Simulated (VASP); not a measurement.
Here is a VASP 6.6.1 calculation.

File INCAR:

```
ALGO = Normal
EDIFF = 1E-6
ENCUT = 520
GGA = PS
ISIF = 2
ISMEAR = 0
LASPH = True
LCHARG = False
LREAL = False
LWAVE = False
NBANDS = 17
NELM = 100
PREC = Accurate
SIGMA = 0.05
```

Contents of KPOINTS:

```
k-points
0
Gamma
  8 8 8
```

The input POSCAR:

```
TePb
1.0
    0.0000000000      3.2270000000      3.2270000000
    3.2270000000      0.0000000000      3.2270000000
    3.2270000000      3.2270000000      0.0000000000
Te Pb
1 1
Direct
    0.4863048733      0.5000000000      0.5000000000
    0.0000000000      0.0000000000      0.0000000000
```

Potentials or basis: VASP PAW PBE potentials, release 64 (Te, Pb_d).

The run is started by

```bash
$ cat potpaw_PBE.64/Te/POTCAR potpaw_PBE.64/Pb_d/POTCAR > POTCAR
$ mpirun -np 1 vasp_std > vasp.out
```

(1) Estimate the pressure.

(2) What does it give for the band gap on the k mesh?

(3) Predict the largest force.

Answers

(1) -0.2 GPa.

(2) 0.67 eV.

(3) 0.031 eV/Å.

Caveat: the cell differs from its parent crystal (all Te atoms moved +0.062 Å, as atom 1 towards its neighbour atom 1 (Te) at 4.564 Å); the PAW data sets were made with another functional, which shifts forces and pressure a little; spin-orbit coupling is left out, which moves the levels of the heavy elements.
